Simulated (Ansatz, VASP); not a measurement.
# Zr2Se3S: VASP beside Ansatz

```
Zr Se S
1.0
    -3.76085    0.00000    0.00000
     0.00000   -0.00762   -6.12501
     0.00000   -6.50802   -0.00803
Zr Se S
2 3 1
Cartesian
  -1.8804 -3.2376 0.0181
  0.0000 -0.0170 0.0563
  -1.8804 -5.4234 -1.5495
  0.0000 -2.1664 -1.5720
  0.0000 -4.3436 -4.5273
  -1.8804 -1.0972 -4.6957
```

Alike in both runs: task single point; functional r2SCAN; dispersion rVV10; k mesh 8 × 6 × 4; occupations gaussian, width 0.02 eV; no spin polarisation.

|  | VASP | Ansatz |
| --- | --- | --- |
| version | VASP 6.6.1 | Ansatz 0.2.0 |
| potentials or method | VASP PAW PBE potentials, release 64 (Zr_sv, Se, S), cutoff 550 eV | scalar-relativistic, plane waves, PAW |
| valence electrons in the cell | 48 | 78 |

VASP gave:

| Quantity | Value |
| --- | --- |
| gap on the k mesh at the Fermi level (eV) | 0.69 |
| least direct gap on the mesh (eV) | 0.94 |
| pressure (GPa) | 0.2 |
| rms of the force components (eV/Å) | 0.010 |

**Question.** Estimate Ansatz's values.

**Answer.** gap on the k mesh at the Fermi level (eV): 0.69; least direct gap on the mesh (eV): 0.94; pressure (GPa): 0.0; rms of the force components (eV/Å): 0.000.

VASP's potentials were made for PBE, not for r2SCAN. Atom by atom the forces differ by 0.010 eV/Å (rms over components). VASP's potentials hold 48 valence electrons a cell and Ansatz's 78, so a difference there can come from the potentials and not from the codes.
